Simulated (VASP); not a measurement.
Here is a VASP 6.6.1 calculation.

File INCAR:

```
SYSTEM = AlNi
  PREC = Accurate
  ENCUT = 520
  EDIFF = 1E-7
  ISMEAR = 0
  SIGMA = 0.1
  LREAL = .FALSE.
  LASPH = .TRUE.
  NELM = 60
  ALGO = Fast
  ISIF = 2
  LWAVE = .FALSE.
  LCHARG = .TRUE.
  GGA = PE
  LELF = .TRUE.
  LVHAR = .TRUE.
  NBANDS = 28
```

KPOINTS

```
Automatic mesh
0
G
  12 12 8
  0 0 0
```

The input POSCAR:

```
AlNi
1.0
    0.0000000000     -2.8930919343      2.8930919343
   -2.8930919343      2.8930919343      0.0000000000
   -2.8930919343     -2.8930919343     -2.8930919343
Al Ni
3 3
Direct
    0.6666666667      0.3333333333      0.1666666667
    0.3333333333      0.6666666667      0.8333333333
    0.0000000000      0.0000000000      0.5000000000
    0.0000000000      0.0000000000      0.0000000000
    0.6666666667      0.3333333333      0.6666666667
    0.3333333333      0.6666666667      0.3333333333
```

Potentials or basis: VASP PAW PBE potentials, release 64 (Al, Ni).

The run is started by

```sh
$ cat potpaw_PBE.64/Al/POTCAR potpaw_PBE.64/Ni/POTCAR > POTCAR
$ mpirun -np 1 vasp_std > vasp.out
```

**Question.** What does it give for the band gap on the k mesh?

**Answer.** Zero (an odd number of electrons rules out a gap without spin polarisation).

**Question.** Estimate the pressure.

**Answer.** 0.0 GPa.

Spin polarisation is off, so any magnetic state and its effect on volume and gap are missing.
